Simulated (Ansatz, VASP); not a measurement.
Two plane-wave programs on SiO2

POSCAR

```
SiO2
1.0
    5.0590592445      0.0000000000      0.0000000000
   -2.5295296222      4.3812738250      0.0000000000
    0.0000000000      0.0000000000      5.5410346965
Si O
3 6
Direct
    0.0000000000      0.5000000000      0.3333333333
    0.5000000000      0.5000000000      0.6666666667
    0.5000000000      0.0000000000      0.0000000000
    0.5835190207      0.7917595104      0.8333333333
    0.7917595104      0.5835190207      0.5000000000
    0.7917595104      0.2082404896      0.1666666667
    0.4164809793      0.2082404896      0.8333333333
    0.2082404896      0.4164809793      0.5000000000
    0.2082404896      0.7917595104      0.1666666667
```

File INCAR.step1:

```
SYSTEM = SiO2
PREC = Accurate
ENCUT = 520
ISMEAR = 0
SIGMA = 0.01
LREAL = .FALSE.
LASPH = .TRUE.
NELM = 60
NBANDS = 34
GGA = PE
ALGO = Normal
EDIFF = 1E-4
LWAVE = .TRUE.
LCHARG = .FALSE.
```

The input INCAR.step2:

```
SYSTEM = SiO2
PREC = Accurate
ENCUT = 520
EDIFF = 1E-6
ISMEAR = 0
SIGMA = 0.01
LREAL = .FALSE.
LASPH = .TRUE.
NELM = 60
ALGO = Normal
ISIF = 2
LWAVE = .FALSE.
LCHARG = .FALSE.
METAGGA = R2SCAN
LMIXTAU = .TRUE.
NBANDS = 34
ISTART = 1
```

Contents of KPOINTS:

```
regular mesh
0
G
  6 6 6
  0 0 0
```

Input for Ansatz:

```yaml
crystal:
  lattice:
    - [5.0590592445, 0.0, 0.0]
    - [-2.5295296222, 4.381273825, 0.0]
    - [0.0, 0.0, 5.5410346965]
  atoms:
    - { symbol: Si, position: [0.0, 0.5, 0.3333333333] }
    - { symbol: Si, position: [0.5, 0.5, 0.6666666667] }
    - { symbol: Si, position: [0.5, 0.0, 0.0] }
    - { symbol: O, position: [0.5835190207, 0.7917595104, 0.8333333333] }
    - { symbol: O, position: [0.7917595104, 0.5835190207, 0.5] }
    - { symbol: O, position: [0.7917595104, 0.2082404896, 0.1666666667] }
    - { symbol: O, position: [0.4164809793, 0.2082404896, 0.8333333333] }
    - { symbol: O, position: [0.2082404896, 0.4164809793, 0.5] }
    - { symbol: O, position: [0.2082404896, 0.7917595104, 0.1666666667] }
kpoints:
  mp_grid: { grid: [6, 6, 6] }
  band_path:
    path:
      - [0.0, 0.0, 0.0]
      - [0.5, 0.0, 0.0]
      - [0.3333333333, 0.3333333333, 0.0]
      - [0.0, 0.0, 0.5]
      - [0.5, 0.0, 0.5]
      - [0.3333333333, 0.3333333333, 0.5]
      - [0.0, 0.0, 0.427083]
    npoints: 1
hamiltonian:
  xc: r2scan
scf:
  occupations: { method: fixed }
  n_extra_bands: 6
output:
  forces: true
  stress: true
  eigenvalues: true
```

Alike in both runs: task single point; functional r2SCAN; k mesh 6 × 6 × 6; no spin polarisation.

```csv
,VASP,Ansatz
version,VASP 6.6.1,Ansatz 0.2.0
potentials or method,"VASP PAW PBE potentials, release 64 (Si, O)","plane waves, PAW"
plane-wave cutoff (eV),520,500
occupations,"gaussian, width 0.01 eV",fixed
valence electrons in the cell,48,48
```

```tsv
	VASP	Ansatz	Ansatz less VASP
gap on the k mesh at the Fermi level (eV)	6.30	6.30	+0.003
pressure (GPa)	0.2	0.0	-0.18
rms of the force components (eV/Å)	0.005	0.000	-0.0053
```

VASP's potentials were made for PBE, not for r2SCAN. Atom by atom the forces differ by 0.005 eV/Å (rms over components).
